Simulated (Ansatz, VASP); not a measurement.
Two plane-wave programs on Pt

File INCAR:

```
PREC = Accurate ; ENCUT = 570
EDIFF = 1E-6 ; ISMEAR = -1
SIGMA = 0.05 ; LREAL = F
LASPH = T ; NELM = 120
ALGO = Normal ; ISIF = 2
LWAVE = F ; LCHARG = F
NBANDS = 15 ; GGA_COMPAT = F
```

Contents of KPOINTS:

```
regular mesh
0
Gamma
  12 12 12
```

The input POSCAR:

```
Pt
1.0
   -1.5518799051      1.5518799051      1.5518799051
    1.5518799051     -1.5518799051      1.5518799051
    1.5518799051      1.5518799051     -1.5518799051
Pt
1
Direct
    0.0000000000      0.0000000000      0.0000000000
```

The input input.yaml:

```yaml
crystal:
  lattice:
    - [-1.5518799051, 1.5518799051, 1.5518799051]
    - [1.5518799051, -1.5518799051, 1.5518799051]
    - [1.5518799051, 1.5518799051, -1.5518799051]
  atoms:
    - { symbol: Pt, position: [0.0, 0.0, 0.0] }
hamiltonian:
  xc: lda
  pseudopotentials: { kind: paw }
kpoints:
  mp_grid: { grid: [12, 12, 12] }
scf:
  occupations: { method: fermi_dirac, width: 0.05 }
output:
  forces: true
  stress: true
  eigenvalues: true
```

Alike in both runs: task single point; functional LDA; k mesh 12 × 12 × 12; occupations fermi-dirac, width 0.05 eV; no spin polarisation.

|  | VASP | Ansatz |
| --- | --- | --- |
| version | VASP 6.6.1 | Ansatz 0.2.0 |
| potentials or method | VASP PAW LDA potentials, release 64 (Pt_sv_GW) | Ansatz PAW |
| plane-wave cutoff (eV) | 570 | 420 |
| valence electrons in the cell | 18 | 18 |

```tsv
	VASP	Ansatz	Ansatz less VASP
gap on the k mesh at the Fermi level (eV)	none	none	-
pressure (GPa)	-1.2	-0.8	+0.35
```

LDA's correlation is that of Perdew and Zunger in VASP and of Perdew and Wang (1992) in Ansatz. A gap of «none» marks a metal or a gap that the smearing closes.

Spin-orbit coupling is off throughout.
